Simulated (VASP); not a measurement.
Runs of VASP 6.6.1 on Ti3Zn. The structure is that of space group Pm-3m (No. 221), or close to it. The cells are those of the table. 

```tsv
cell	gap on the mesh (eV)	pressure (GPa)
a = 3.944 Å, 4 atoms	none	-3.1
a = 3.875 Å, angles 91.0°, 4 atoms	none	4.0
a = 3.840 Å, angles 91.0°, 4 atoms	none	8.2
a = 3.839 Å, 4 atoms	none	(a)
a = 3.978 Å, 4 atoms	none	(b)
```

Alike in all rows: task single point; level LDA; potentials or basis VASP PAW LDA potentials, release 64 (Ti_sv, Zn); no spin polarisation; k mesh 12 × 12 × 12; cutoff (eV) 520; smearing gaussian 0.15 eV.

Question: Estimate the missing entries.

Answer: (a) 8.1; (b) -6.0.

Caveats: the cell stands under pressure (at least some runs); the cell stands under tension (at least some runs).

A gap of «none» marks levels without a gap at the run's occupations.
